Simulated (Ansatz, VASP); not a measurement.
BN: VASP beside Ansatz

The input POSCAR:

```
BN
1.0
    0.0000000000      1.8048245554      1.8048245554
    1.8048245554      0.0000000000      1.8048245554
    1.8048245554      1.8048245554      0.0000000000
B N
1 1
Direct
    0.0000000000      0.0000000000      0.0000000000
    0.2500000000      0.2500000000      0.2500000000
```

INCAR.step1

```
  ALGO = Normal
  EDIFF = 1E-5
  ENCUT = 520
  GGA = PE
  ISIF = 2
  ISMEAR = 0
  LASPH = T
  LCHARG = F
  LREAL = F
  LWAVE = T
  NBANDS = 11
  NELM = 80
  PREC = Accurate
  SIGMA = 0.01
```

Contents of INCAR.step2:

```
  AEXX = 0.25
  ALGO = Normal
  EDIFF = 1E-6
  ENCUT = 520
  ISIF = 2
  ISMEAR = 0
  ISTART = 1
  LASPH = T
  LCHARG = F
  LHFCALC = T
  LMIXTAU = T
  LREAL = F
  LWAVE = F
  METAGGA = R2SCAN
  NBANDS = 11
  NELM = 80
  PREC = Accurate
  PRECFOCK = Normal
  SIGMA = 0.01
```

KPOINTS

```
k-points
0
Gamma
  8 8 8
```

Input for Ansatz:

```yaml
crystal:
  lattice:
    - [0.0, 1.8048245554, 1.8048245554]
    - [1.8048245554, 0.0, 1.8048245554]
    - [1.8048245554, 1.8048245554, 0.0]
  atoms:
    - { symbol: B, position: [0.0, 0.0, 0.0] }
    - { symbol: "N", position: [0.25, 0.25, 0.25] }
kpoints:
  mp_grid: { grid: [8, 8, 8] }
  band_path:
    path:
      - [0.0, 0.0, 0.0]
      - [-0.5, -0.5, 0.0]
      - [-0.375, -0.375, 0.25]
      - [-0.375, 0.0, 0.375]
      - [0.0, 0.0, 0.5]
      - [-0.5, -0.25, 0.25]
    npoints: 1
hamiltonian:
  xc: r2scan0
scf:
  occupations: { method: fixed }
  n_extra_bands: 4
output:
  forces: true
  stress: true
  eigenvalues: true
```

Alike in both runs: task single point; functional r2SCAN0; k mesh 8 × 8 × 8; no spin polarisation.

|  | VASP | Ansatz |
| --- | --- | --- |
| version | VASP 6.6.1 | Ansatz 0.2.0 |
| potentials or method | VASP PAW PBE potentials, release 64 (B, N) | plane waves, PAW |
| plane-wave cutoff (eV) | 520 | 500 |
| occupations | gaussian, width 0.01 eV | fixed |
| valence electrons in the cell | 8 | 8 |

|  | VASP | Ansatz | Ansatz less VASP |
| --- | --- | --- | --- |
| gap on the k mesh at the Fermi level (eV) | 6.87 | 6.89 | +0.012 |
| pressure (GPa) | -5.5 | -6.6 | -1.04 |

VASP's potentials were made for PBE, not for r2SCAN0. Ansatz's warnings: stress exchange threshold loose, stress scf threshold loose.
